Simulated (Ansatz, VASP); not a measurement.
## One calculation of InGa3P4, two programs

POSCAR

```
InGa3P4
1.0
    3.8928709247      0.0000000000      0.0000000000
    0.0000000000      3.8990687262      5.5197585537
    0.0000000000     -3.8990687262      5.5197585537
Ga In P
3 1 4
Direct
    0.0000000000     -0.0003388215     -0.0003388215
    0.5000000000     -0.0000911061      0.5003205666
    0.5000000000      0.5003205666     -0.0000911061
    0.0000000000      0.4993371685      0.4993371685
    0.5000000000      0.1250709927      0.1250709927
    0.0000000000      0.1096614010      0.6300475672
    0.0000000000      0.6300475672      0.1096614010
    0.5000000000      0.6359922317      0.6359922317
```

INCAR.step1

```
ALGO = Normal ; EDIFF = 1E-4
ENCUT = 520 ; GGA = PE
ISMEAR = 0 ; LASPH = True
LCHARG = False ; LREAL = False
LWAVE = True ; NBANDS = 46
NELM = 100 ; PREC = Accurate
SIGMA = 0.01
```

File INCAR.step2:

```
ALGO = Normal ; EDIFF = 1E-6
ENCUT = 520 ; ISIF = 2
ISMEAR = 0 ; ISTART = 1
LASPH = True ; LCHARG = False
LMIXTAU = True ; LREAL = False
LWAVE = False ; METAGGA = R2SCAN
NBANDS = 46 ; NELM = 100
PREC = Accurate ; SIGMA = 0.01
```

The input KPOINTS:

```
k-points
0
Gamma
  6 4 4
```

Input for Ansatz:

```yaml
crystal:
  lattice:
    - [3.8928709247, 0.0, 0.0]
    - [0.0, 3.8990687262, 5.5197585537]
    - [0.0, -3.8990687262, 5.5197585537]
  atoms:
    - { symbol: Ga, position: [0.0, -0.0003388215, -0.0003388215] }
    - { symbol: Ga, position: [0.5, -9.11061e-05, 0.5003205666] }
    - { symbol: Ga, position: [0.5, 0.5003205666, -9.11061e-05] }
    - { symbol: In, position: [0.0, 0.4993371685, 0.4993371685] }
    - { symbol: P, position: [0.5, 0.1250709927, 0.1250709927] }
    - { symbol: P, position: [0.0, 0.109661401, 0.6300475672] }
    - { symbol: P, position: [0.0, 0.6300475672, 0.109661401] }
    - { symbol: P, position: [0.5, 0.6359922317, 0.6359922317] }
kpoints:
  mp_grid: { grid: [6, 4, 4] }
hamiltonian:
  xc: r2scan
scf:
  occupations: { method: fixed }
  n_extra_bands: 6
output:
  forces: true
  stress: true
  eigenvalues: true
```

Alike in both runs: task single point; functional r2SCAN; k mesh 6 × 4 × 4; no spin polarisation.

|  | VASP | Ansatz |
| --- | --- | --- |
| version | VASP 6.6.1 | Ansatz 0.2.0 |
| potentials or method | VASP PAW PBE potentials, release 64 (Ga_d, In_d, P) | plane waves, PAW |
| plane-wave cutoff (eV) | 520 | 500 |
| occupations | gaussian, width 0.01 eV | fixed |
| valence electrons in the cell | 72 | 72 |

|  | VASP | Ansatz | Ansatz less VASP |
| --- | --- | --- | --- |
| gap on the k mesh at the Fermi level (eV) | 1.56 | 1.56 | +0.001 |
| pressure (GPa) | 2.6 | 2.7 | +0.11 |
| rms of the force components (eV/Å) | 0.017 | 0.019 | +0.0029 |

VASP's potentials were made for PBE, not for r2SCAN. Atom by atom the forces differ by 0.005 eV/Å (rms over components).
